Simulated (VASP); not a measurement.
A run of VASP 6.6.1 is set up as follows.

POSCAR

```
PtSe2
1.0
    3.6803074578      0.0000000000      0.0000000000
   -1.8401537289      3.1872397522      0.0000000000
    0.0000000000      0.0000000000      5.8567841653
Pt Se
1 2
Direct
    0.0000000000      0.0000000000      0.0000000000
    0.6666666667      0.3333333333      0.7747925649
    0.3333333333      0.6666666667      0.2252074351
```

File INCAR.step1:

```
SYSTEM = PtSe2
ALGO = Normal
EDIFF = 1E-4
ENCUT = 520
GGA = PE
ISMEAR = 0
LASPH = .TRUE.
LCHARG = .FALSE.
LREAL = .FALSE.
LWAVE = .TRUE.
NBANDS = 18
NELM = 100
PREC = Accurate
SIGMA = 0.02
```

File INCAR.step2:

```
SYSTEM = PtSe2
ALGO = Normal
EDIFF = 1E-6
ENCUT = 520
ISIF = 2
ISMEAR = 0
ISTART = 1
LASPH = .TRUE.
LCHARG = .TRUE.
LELF = .TRUE.
LMIXTAU = .TRUE.
LREAL = .FALSE.
LVHAR = .TRUE.
LWAVE = .FALSE.
METAGGA = R2SCAN
NBANDS = 18
NELM = 100
PREC = Accurate
SIGMA = 0.02
```

File KPOINTS:

```
k-points
0
G
  12 12 6
  0 0 0
```

Potentials or basis: VASP PAW PBE potentials, release 64 (Pt, Se).

The run is started by

```console
$ cat potpaw_PBE.64/Pt/POTCAR potpaw_PBE.64/Se/POTCAR > POTCAR
$ cp INCAR.step1 INCAR
$ mpirun -np 1 vasp_std > vasp.out
$ cp INCAR.step2 INCAR
$ mpirun -np 1 vasp_std > vasp.out
```

Task: Estimate the pressure.

Result: 2.1 GPa.

Task: Estimate the band gap on the k mesh.

Result: 0.66 eV (least direct gap 1.00 eV).

Forces on the atoms (eV/Å):
```
Pt   0.000  0.000  0.000
Se   0.000  0.000 -0.156
Se   0.000  0.000  0.156
```

Caveat: the cell differs from its parent crystal (biaxial strain in the a-b plane: -1.0 %); the PAW data sets were made with another functional, which shifts forces and pressure a little; spin-orbit coupling is left out, which moves the levels of the heavy elements. A k mesh can miss the band edges.
